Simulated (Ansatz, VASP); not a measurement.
**ZnS: VASP and Ansatz over several settings**

```xyz
2
Lattice="0.0000 2.6655 2.6655 2.6655 0.0000 2.6655 2.6655 2.6655 0.0000" Properties=species:S:1:pos:R:3 pbc="T T T"
Zn    3.9982    3.9982    3.9982
S     0.0000    0.0000    0.0000
```

Single points on this cell with VASP 6.6.1 and Ansatz 0.2.0. Each row is one pair of runs.

```tsv
level	spin	k mesh	smearing	VASP's potentials, cutoff	Ansatz's potentials, cutoff	gap on the k mesh at the Fermi level (eV), VASP	gap on the k mesh at the Fermi level (eV), Ansatz	least direct gap on the mesh (eV), VASP	least direct gap on the mesh (eV), Ansatz	pressure (GPa), VASP	pressure (GPa), Ansatz
r2SCAN0	off	5 × 5 × 5	fermi-dirac, width 0.05 eV	VASP PAW PBE potentials, release 64 (Zn, S), 520 eV	Ansatz PAW, 500 eV	4.59	4.57	4.59	4.57	2.9	3.1
b88 exchange, pbe correlation	off	9 × 9 × 9	fermi-dirac, width 0.05 eV	VASP PAW PBE potentials, release 64 (Zn, S), 500 eV	Ansatz PAW, 420 eV	2.29	2.28	2.29	2.28	5.0	4.9
PBE0	off	5 × 5 × 5	fermi-dirac, width 0.05 eV	VASP PAW PBE potentials, release 64 (Zn, S), 520 eV	Ansatz PAW, 420 eV	4.24	4.22	4.24	4.22	4.2	4.3
PBE	collinear, typed start	9 × 9 × 9	tetrahedron	VASP PAW PBE potentials, release 64 (Zn, S), 520 eV	PseudoDojo standard (PBEsol files), 1143 eV	2.30	2.33	2.30	2.33	5.2	5.0
PBEsol-based global hybrid	off	5 × 5 × 5	fermi-dirac, width 0.05 eV	VASP PAW PBE potentials, release 64 (Zn, S), 520 eV	Ansatz PAW, 420 eV	?	4.08	?	4.08	?	1.5
```

Q: Fill in what VASP gave in row 5.

A: gap on the k mesh at the Fermi level (eV): 4.10; least direct gap on the mesh (eV): 4.10; pressure (GPa): 1.5.

VASP's potentials hold 18 valence electrons a cell and Ansatz's 26 in some rows, so a difference there can come from the potentials and not from the codes.

Noted on Ansatz's runs: odd divisions of the mesh miss points on the zone boundary, where band edges often lie, so the gap on the mesh can be too wide.
